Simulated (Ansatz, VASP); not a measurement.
## Ir: VASP beside Ansatz

File INCAR:

```
PREC = Accurate
ENCUT = 520
EDIFF = 1E-7
ISMEAR = 0
SIGMA = 0.15
LREAL = False
LASPH = True
NELM = 100
ALGO = Fast
ISIF = 2
LWAVE = False
LCHARG = True
GGA = PE
LELF = True
LVHAR = True
NBANDS = 10
```

The input KPOINTS:

```
regular mesh
0
Gamma
  26 26 26
```

File POSCAR:

```
Ir
1.0
    0.0096766425      1.9353284930      1.9353284930
    1.9353284930      0.0096766425      1.9353284930
    1.9450051355      1.9450051355      0.0000000000
Ir
1
Direct
    0.0000000000      0.0000000000      0.0000000000
```

Input for Ansatz:

```yaml
crystal:
  lattice:
    - [0.0096766425, 1.935328493, 1.935328493]
    - [1.935328493, 0.0096766425, 1.935328493]
    - [1.9450051355, 1.9450051355, 0.0]
  atoms:
    - { symbol: Ir, position: [0.0, 0.0, 0.0] }
basis:
  ecutwfc: 420
kpoints:
  mp_grid: { grid: [26, 26, 26] }
hamiltonian:
  xc: pbe
scf:
  occupations: { method: gaussian, width: 0.15 }
output:
  forces: true
  stress: true
  eigenvalues: true
```

Change from the starting cell: strain +0.0100 x Voigt [0, 0, 0, 0, 0, 1], atoms carried along.

Alike in both runs: task single point; functional PBE; k mesh 26 × 26 × 26; occupations gaussian, width 0.15 eV; no spin polarisation.

|  | VASP | Ansatz |
| --- | --- | --- |
| version | VASP 6.6.1 | Ansatz 0.2.0 |
| potentials or method | VASP PAW PBE potentials, release 64 (Ir), cutoff 520 eV | scalar-relativistic, plane waves, PAW |
| valence electrons in the cell | 9 | 17 |

```tsv
	VASP	Ansatz	Ansatz less VASP
gap on the k mesh at the Fermi level (eV)	none	none	-
pressure (GPa)	0.5	0.1	-0.44
traceless stress, the component that is largest in VASP (GPa)	-2.59	-2.59	-0.008
```

A gap of «none» marks a metal or a gap that the smearing closes. VASP's potentials hold 9 valence electrons a cell and Ansatz's 17, so a difference there can come from the potentials and not from the codes.

Neither program's run includes spin-orbit coupling.
